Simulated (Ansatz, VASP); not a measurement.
## InP in VASP and in Ansatz

```xyz
2
Lattice="0.0000 2.9706 2.8518 2.9706 0.0000 2.8518 2.9706 2.9706 0.0000" Properties=species:S:1:pos:R:3 pbc="T T T"
In    0.0000    0.0000    0.0000
P     4.4560    4.4560    4.2777
```

Alike in both runs: task single point; functional LDA; k mesh 4 × 4 × 4; occupations gaussian, width 0.05 eV; no spin polarisation.

|  | VASP | Ansatz |
| --- | --- | --- |
| version | VASP 6.6.1 | Ansatz 0.2.0 |
| potentials or method | VASP PAW LDA potentials, release 64 (In_d, P), cutoff 500 eV | scalar-relativistic, plane waves, PAW |
| valence electrons in the cell | 18 | 18 |

```csv
,VASP,Ansatz,Ansatz less VASP
gap on the k mesh at the Fermi level (eV),0.36,0.33,-0.029
least direct gap on the mesh (eV),0.36,0.33,-0.029
pressure (GPa),-1.1,-1.1,-0.02
"traceless stress, the component that is largest in VASP (GPa)",1.13,1.14,+0.003
```

LDA's correlation is that of Perdew and Zunger in VASP and of Perdew and Wang (1992) in Ansatz.

The k mesh is coarse, so the values compare programs but aren't converged.
